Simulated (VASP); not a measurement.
Here is a VASP 6.6.1 calculation.

The input INCAR:

```
SYSTEM = LiCl
ALGO = Normal ; EDIFF = 1E-7
ENCUT = 520 ; GGA = PS
ISIF = 2 ; ISMEAR = -1
LASPH = .TRUE. ; LCHARG = .FALSE.
LREAL = .FALSE. ; LWAVE = .FALSE.
NBANDS = 12 ; NELM = 80
PREC = Accurate ; SIGMA = 0.05
```

The input KPOINTS:

```
k-points
0
G
  9 9 9
  0 0 0
```

File POSCAR:

```
LiCl
1.0
    0.0000000000      2.5309222215      2.5309222215
    2.5309222215      0.0000000000      2.5309222215
    2.5309222215      2.5309222215      0.0000000000
Cl Li
1 1
Direct
    0.5000000000      0.5000000000      0.5000000000
    0.0000000000      0.0000000000      0.0000000000
```

Potentials or basis: VASP PAW PBE potentials, release 64 (Cl, Li_sv).

Run with:

```bash
$ cat potpaw_PBE.64/Cl/POTCAR potpaw_PBE.64/Li_sv/POTCAR > POTCAR
$ mpirun -np 1 vasp_std > vasp.out
```

(1) Estimate the band gap on the k mesh.

Answers

(1) 6.37 eV, direct.
